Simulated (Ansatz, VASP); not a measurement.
## AlIn3As4: VASP beside Ansatz

```
Al In As
1.0
     6.06417    0.00000    0.00000
     0.00000    6.06417    0.00000
     0.00000    0.00000    6.06417
Al In As
1 3 4
Direct
  0.50000 0.50000 0.50000
  0.00000 0.00000 0.50000
  0.00000 0.50000 0.00000
  0.50000 0.00000 0.00000
  0.26104 0.26104 0.26104
  0.26104 0.73896 0.73896
  0.73896 0.26104 0.73896
  0.73896 0.73896 0.26104
```

Alike in both runs: functional PBE; k mesh 6 × 6 × 6; occupations gaussian, width 0.1 eV; no spin polarisation.

Ansatz relaxed the structure, and its values are those at the end. VASP's run is a single point on that final structure, the one shown.

|  | VASP | Ansatz |
| --- | --- | --- |
| version | VASP 6.6.1 | Ansatz 0.2.0 |
| potentials or method | VASP PAW PBE potentials, release 64 (Al, In_d, As), cutoff 520 eV | scalar-relativistic, plane waves, PAW |
| valence electrons in the cell | 62 | 102 |

|  | VASP | Ansatz | Ansatz less VASP |
| --- | --- | --- | --- |
| gap on the k mesh at the Fermi level (eV) | none | none | - |
| pressure (GPa) | 0.1 | 0.0 | -0.06 |

A gap of «none» marks a metal or a gap that the smearing closes. VASP's potentials hold 62 valence electrons a cell and Ansatz's 102, so a difference there can come from the potentials and not from the codes.
